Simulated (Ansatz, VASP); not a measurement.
**Two plane-wave programs on BiSe3**

```xyz
4
Lattice="0.0000 3.5987 3.5987 3.5987 0.0000 3.5987 3.5987 3.5987 0.0000" Properties=species:S:1:pos:R:3 pbc="T T T"
Bi    3.5987    3.5987    3.5987
Se    1.7993    1.7993    1.7993
Se    5.3980    5.3980    5.3980
Se    0.0000    0.0000    0.0000
```

Alike in both runs: functional PBE; k mesh 12 × 12 × 12; occupations gaussian, width 0.1 eV; no spin polarisation.

Ansatz relaxed the structure, and its values are those at the end. VASP's run is a single point on that final structure, the one shown.

```csv
,VASP,Ansatz
version,VASP 6.6.1,Ansatz 0.2.0
potentials or method,"VASP PAW PBE potentials, release 64 (Bi_d, Se), cutoff 520 eV","scalar-relativistic, plane waves, PAW"
valence electrons in the cell,33,63
```

|  | VASP | Ansatz | Ansatz less VASP |
| --- | --- | --- | --- |
| gap on the k mesh at the Fermi level (eV) | none | none | - |
| pressure (GPa) | 0.0 | 0.0 | 0.00 |

A gap of «none» marks a metal or a gap that the smearing closes. VASP's potentials hold 33 valence electrons a cell and Ansatz's 63, so a difference there can come from the potentials and not from the codes.

Neither program's run includes spin-orbit coupling.
